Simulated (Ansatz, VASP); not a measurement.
Si in VASP and in Ansatz

```
Si
1.0
     0.00000    2.73549    2.73549
     2.73549    0.00000    2.73549
     2.73549    2.73549    0.00000
Si
2
Direct
  0.50000 0.50000 0.50000
  0.75000 0.75000 0.75000
```

Alike in both runs: task single point; functional PBE; k mesh 10 × 10 × 10; occupations fermi-dirac, width 0.01 eV; no spin polarisation.

```csv
,VASP,Ansatz
version,VASP 6.6.1,Ansatz 0.2.0
potentials or method,"VASP PAW PBE potentials, release 64 (Si), cutoff 500 eV","plane waves (420 eV) with PAW, scalar-relativistic"
valence electrons in the cell,8,8
```

```tsv
	VASP	Ansatz	Ansatz less VASP
pressure (GPa)	-0.1	0.0	+0.08
```

With one functional, cell and mesh, what is left measures potentials, basis and numerics.
